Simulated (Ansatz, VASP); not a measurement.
## GaAs: VASP beside Ansatz

```xyz
2
Lattice="0.0000 2.8298 2.8298 2.8298 0.0000 2.8298 2.8298 2.8298 0.0000" Properties=species:S:1:pos:R:3 pbc="T T T"
Ga    0.0000    0.0000    0.0000
As    4.2446    4.2446    4.2446
```

Alike in both runs: task single point; functional PBEsol; k mesh 16 × 16 × 16; occupations gaussian, width 0.01 eV; no spin polarisation.

```csv
,VASP,Ansatz
version,VASP 6.6.1,Ansatz 0.2.0
potentials or method,"VASP PAW PBE potentials, release 64 (Ga_d, As), cutoff 520 eV","scalar-relativistic, plane waves, PAW"
valence electrons in the cell,18,28
```

|  | VASP | Ansatz | Ansatz less VASP |
| --- | --- | --- | --- |
| gap on the k mesh at the Fermi level (eV) | 0.43 | 0.42 | -0.011 |
| least direct gap on the mesh (eV) | 0.43 | 0.42 | -0.011 |
| pressure (GPa) | 0.2 | 0.0 | -0.14 |

VASP's potentials were made for PBE, not for PBEsol, and Ansatz warns of the same on its side. The functional is the same, so the differences come from potentials, cutoffs and numerics. VASP's potentials hold 18 valence electrons a cell and Ansatz's 28, so a difference there can come from the potentials and not from the codes.
